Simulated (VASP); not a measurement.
# HfF5 (Pmmm) in VASP: a series of runs, part 3 of 3

VASP 6.6.1. Earlier steps stand in the parts before.

## 5. Single point, PBE

This run uses another cell than the first one, of 20.09 Å³/atom.

Contents of INCAR:

```
PREC = Accurate
ENCUT = 520
EDIFF = 1E-7
ISMEAR = 0
SIGMA = 0.1
LREAL = False
LASPH = True
NELM = 100
ALGO = Normal
ISIF = 2
LWAVE = False
LCHARG = False
GGA = PE
NBANDS = 32
```

Contents of KPOINTS:

```
Automatic mesh
0
Gamma
  10 10 6
```

Contents of POSCAR:

```
HfF5
1.0
    3.9706889609      0.0000000000      0.0000000000
    0.0000000000      4.1564263019      0.0000000000
    0.0000000000      0.0000000000      7.3040645361
Hf F
1 5
Direct
    0.5000000000      0.0000000000      0.5000000000
    0.5000000000      0.0000000000      0.2231466073
    0.5000000000      0.0000000000      0.7768533927
    0.5000000000      0.5000000000      0.5000000000
    0.0000000000      0.0000000000      0.3557503152
    0.0000000000      0.0000000000      0.6442496848
```

Potentials or basis: VASP PAW PBE potentials, release 64 (Hf_pv, F).

Run with:

```sh
> cat potpaw_PBE.64/Hf_pv/POTCAR potpaw_PBE.64/F/POTCAR > POTCAR
> mpirun -np 1 vasp_std > vasp.out
```

OUTCAR:

```text
PREC = Accurate
   ENCUT = 520
   EDIFF = 1E-7
   ISMEAR = 0
   LREAL = False
   LASPH = True
   NELM = 100
   ISIF = 2
   GGA = PE

 ion  position               nearest neighbor table
   1  0.500  0.000  0.500-   2 2.02   3 2.02   4 2.08   4 2.08   6 2.25   5 2.25   5 2.25   6 2.25

   2  0.500  0.000  0.223-   1 2.02
   3  0.500  0.000  0.777-   1 2.02
   4  0.500  0.500  0.500-   1 2.08   1 2.08
   5  0.000  0.000  0.356-   1 2.25   1 2.25
   6  0.000  0.000  0.644-   1 2.25   1 2.25

  LATTYP: Found a simple orthorhombic cell.
 ALAT       =     3.9706889609
 B/A-ratio  =     1.0467771067
 C/A-ratio  =     1.8394955153

  Lattice vectors:

 A1 = (   3.9706889609,   0.0000000000,   0.0000000000)
 A2 = (   0.0000000000,   4.1564263019,   0.0000000000)
 A3 = (   0.0000000000,   0.0000000000,   7.3040645361)

Analysis of symmetry for initial positions (statically):
=====================================================================
 Subroutine PRICEL returns:
 Original cell was already a primitive cell.
[... 174 lines left out ...]
  ---------------------------------------------------
  free energy    TOTEN  =       -35.80814413 eV

  energy without entropy =      -35.77704563  energy(sigma->0) =      -35.79259488

 E-fermi :  -4.3653     XC(G=0):  -7.0890

 val. band max:       -4.3851847906   @ k =   0.0000   0.5000   0.0000
 cond. band min:      -4.3466792017   @ k =   0.1000   0.0000   0.5000
 fundamental gap:      0.0385055889
 Fermi energy:        -4.3652660682

 k-point     1 :       0.0000    0.0000    0.0000
  band No.  band energies     occupation
      1     -34.2920      2.00000
      2     -34.1269      2.00000
      3     -34.0869      2.00000
      4     -27.0767      2.00000
      5     -26.2473      2.00000
      6     -25.0733      2.00000
[... 829 lines left out ...]
     31       8.4513      0.00000
     32       8.4570      0.00000

 [... further k-points ...]
[... 5 lines left out ...]
  --------------------------------------------------------------------------------------
  -------------------------------------------------------------------------------------
  Total       -0.8671530     -0.9796577     -1.0805695      0.0000000      0.0000000      0.0000000
  in kB      -11.5253933    -13.0207011    -14.3619275      0.0000000      0.0000000      0.0000000
  external PRESSURE =     -12.9693406 kB  Pullay stress =       0.0000000 kB

 VOLUME and BASIS-vectors are now :
 -----------------------------------------------------------------------------
  energy-cutoff  :      520.00
  volume of cell :      120.55
      direct lattice vectors                 reciprocal lattice vectors
     3.970688961  0.000000000  0.000000000     0.251845463  0.000000000  0.000000000
     0.000000000  4.156426302  0.000000000     0.000000000  0.240591298  0.000000000
     0.000000000  0.000000000  7.304064536     0.000000000  0.000000000  0.136910072

 POSITION                                       TOTAL-FORCE (eV/Angst)
 -----------------------------------------------------------------------------------
      1.98534      0.00000      3.65203         0.000000     -0.000000      0.000000
      1.98534      0.00000      1.62988         0.000000      0.000000      0.175094
      1.98534      0.00000      5.67419         0.000000      0.000000     -0.175094
      1.98534      2.07821      3.65203         0.000000     -0.000000      0.000000
      0.00000      0.00000      2.59842        -0.000000     -0.000000      0.088335
      0.00000      0.00000      4.70564         0.000000     -0.000000     -0.088335
 -----------------------------------------------------------------------------------
    total drift:                                0.000000      0.000000      0.000000

  FREE ENERGIE OF THE ION-ELECTRON SYSTEM (eV)
  ---------------------------------------------------
  free  energy   TOTEN  =       -35.8081441324 eV

  energy  without entropy=      -35.7770456299  energy(sigma->0) =      -35.79259488
```

OSZICAR:

```text
N       E                     dE             d eps       ncg     rms          rms(c)
DAV:   1     0.340590616365E+03    0.34059E+03   -0.24602E+04  9320   0.128E+03
DAV:   2    -0.194854456309E+02   -0.36008E+03   -0.35138E+03 12256   0.343E+02
[... 11 lines left out ...]
DAV:  14    -0.358080733217E+02   -0.23290E-03   -0.41327E-04  9432   0.131E-01    0.515E-02
DAV:  15    -0.358081364292E+02   -0.63108E-04   -0.21772E-04  9456   0.786E-02    0.209E-02
DAV:  16    -0.358081453147E+02   -0.88855E-05   -0.17150E-05 10512   0.314E-02    0.512E-03
DAV:  17    -0.358081451658E+02    0.14885E-06   -0.70569E-06 10224   0.138E-02    0.109E-02
DAV:  18    -0.358081440727E+02    0.10932E-05   -0.53043E-06 10504   0.108E-02    0.357E-03
DAV:  19    -0.358081441324E+02   -0.59747E-07   -0.21462E-07  8752   0.302E-03
   1 F= -.35808144E+02 E0= -.35792595E+02  d E =-.310985E-01
```

stdout:

```text
POSCAR found type information on POSCAR HfF
 POSCAR found :  2 types and       6 ions
 scaLAPACK will be used
 LDA part: xc-table for (Slater+PW92), standard interpolation
 POSCAR, INCAR and KPOINTS ok, starting setup
 FFT: planning ... GRIDC
 FFT: planning ... GRID_SOFT
 FFT: planning ... GRID
 WAVECAR not read
 entering main loop
```

Run time: 17 min. Hardware: 1 thread of Intel Xeon 8259CL, shared host; peak memory 0.53 GiB.

Results:

- Free energy: -35.8081 eV
- Pressure: -1.3 GPa
- Largest force: 0.175 eV/Å
- Band gap on the k mesh: zero (an odd number of electrons rules out a gap without spin polarisation)

Forces in eV/Å, atoms in the order of the input:
```
Hf   0.000  0.000  0.000
F    0.000  0.000  0.175
F    0.000  0.000 -0.175
F    0.000  0.000  0.000
F    0.000  0.000  0.088
F    0.000  0.000 -0.088
```

Caveat: spin-orbit coupling is left out, which moves the levels of the heavy elements; an odd number of electrons without spin polarisation forces a metal; a magnetic or distorted state may lie lower.

## 6. Summary

| task | cell | k mesh | cutoff (eV) | gap on the mesh (eV) | pressure (GPa) | largest force (eV/Å) |
| --- | --- | --- | --- | --- | --- | --- |
| single point | a = 3.773, b = 4.057, c = 5.043 Å, 6 atoms, atomic positions A | 4 × 4 × 4 | 520 | none | 59.0 | 36.01 |
| single point | a = 4.158, b = 3.962, c = 7.017 Å, 6 atoms, atomic positions B | 4 × 4 × 4 | 520 | none | -1.3 | 0.17 |
| relaxation of cell and atoms | relaxed from a = 3.773, b = 4.057, c = 5.043 Å, 6 atoms, atomic positions A | 4 × 4 × 4 | 600 | none | 0.0 | 0.04 |
| single point | a = 3.971, b = 4.156, c = 7.304 Å, 6 atoms, atomic positions C | 10 × 10 × 6 | 520 | none | -1.3 | 0.18 |

Alike in all rows: level PBE; potentials or basis VASP PAW PBE potentials, release 64 (Hf_pv, F); no spin polarisation; smearing gaussian 0.1 eV.

Caveats: some runs use coarse meshes; spin-orbit coupling is left out, which moves the levels of the heavy elements; an odd number of electrons without spin polarisation forces a metal; a magnetic or distorted state may lie lower; the standard files for N, O and F lose accuracy on very short bonds (at least some runs); the volume moved by over 15 % at a fixed basis, so the end points are rough (at least some runs).

Total energies depend on the potentials used, so only differences within one code and one set of settings carry meaning.

The gap in the log of VASP goes by the Fermi energy; the results here count the filled bands.